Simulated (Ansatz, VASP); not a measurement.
Al: VASP beside Ansatz

```
Al
1.0
     0.00000    2.01122    2.01122
     2.01122    0.00000    2.01122
     2.01122    2.01122    0.00000
Al
1
Direct
  0.00000 0.00000 0.00000
```

Change from the starting cell: volume scaled by 0.98.

Alike in both runs: task single point; functional PBEsol; dispersion D3(BJ); k mesh 8 × 8 × 8; non-collinear spin.

```csv
,VASP,Ansatz
version,VASP 6.6.1,Ansatz 0.2.0
potentials or method,"VASP PAW PBE potentials, release 64 (Al), cutoff 520 eV","all-electron LAPW, scalar-relativistic"
occupations,"methfessel-paxton of order 1, width 0.1 eV","cold, width 0.1 eV"
```

```csv
,VASP,Ansatz,Ansatz less VASP
gap on the k mesh at the Fermi level (eV),none,none,-
pressure (GPa),-3.5,-3.5,-0.06
net moment per atom (μB),0.00,0.00,0.000
```

VASP's potentials were made for PBE, not for PBEsol. A gap of «none» marks a metal or a gap that the smearing closes. Ansatz ran all-electron here, and VASP with PAW potentials.

Noted on Ansatz's run: the program listed the state as in doubt; the k mesh is thin for a metal, which can move the energy by tens of meV per atom.
